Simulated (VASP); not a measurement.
**Na4AgS3: single point with PBE**

Crystal: Na4AgS3.

```
Na Ag S
1.0
     9.97148    0.00000    0.00000
     0.00000    3.53010    3.53021
     0.00000   -3.53010    3.53021
Na Ag S
4 1 3
Cartesian
  1.6166 1.7647 4.3452
  8.3549 -1.7647 4.3452
  1.6166 -1.7647 4.3452
  8.3549 1.7647 4.3452
  4.9857 0.0000 6.1110
  7.2876 0.0000 6.1107
  2.6839 0.0000 6.1107
  0.0000 0.0000 2.5799
```

The cell was generated, and may not be a known phase.

| Property | Result |
| --- | --- |
| Program | VASP 6.6.1 |
| Task | single point |
| Functional | PBE |
| Potentials or basis | VASP PAW PBE potentials, release 64 (Na_pv, Ag, S) |
| Cutoff | 520 eV |
| k mesh | 4 × 6 × 6 |
| Occupations | gaussian, width 0.1 eV |
| Spin | no spin polarisation |

The pressure is 0.0 GPa and the largest force is 0.018 eV/Å. The band gap on the k mesh is zero (an odd number of electrons rules out a gap without spin polarisation).

Forces on the atoms (eV/Å):
```
Na   0.000  0.000  0.001
Na   0.000  0.000  0.001
Na   0.000  0.000  0.001
Na   0.000  0.000  0.001
Ag   0.000  0.000 -0.001
S   -0.018  0.000 -0.001
S    0.018  0.000 -0.001
S    0.000  0.000  0.000
```

Levels at points of the mesh, in eV from the Fermi level:
| k point | band 26 | band 27 | band 28 | band 29 | band 30 | band 31 | band 32 | band 33 |
| --- | --- | --- | --- | --- | --- | --- | --- | --- |
| (0.00, 0.00, 0.00) | -0.25 | -0.25 | -0.07 | -0.07 | 2.73 | 4.87 | 4.95 | 5.70 |
| (0.50, 0.00, 0.00) | -0.59 | -0.59 | 0.11 | 0.11 | 3.46 | 4.05 | 4.87 | 5.74 |
| (0.00, 0.50, 0.00) | -0.52 | -0.37 | -0.03 | 0.07 | 4.25 | 4.49 | 5.05 | 5.62 |
| (0.50, 0.50, 0.00) | -0.51 | -0.37 | -0.27 | -0.06 | 4.44 | 4.67 | 5.01 | 5.87 |
| (0.00, 0.50, 0.50) | -0.53 | -0.53 | -0.44 | -0.44 | 4.25 | 4.75 | 5.11 | 5.11 |
| (0.50, 0.50, 0.50) | -0.53 | -0.47 | -0.06 | -0.06 | 5.05 | 5.08 | 5.08 | 5.10 |

It took 12 min on 1 thread of Oxide Virtual Turin-like Processor, on a shared host, peak memory 0.51 GiB.
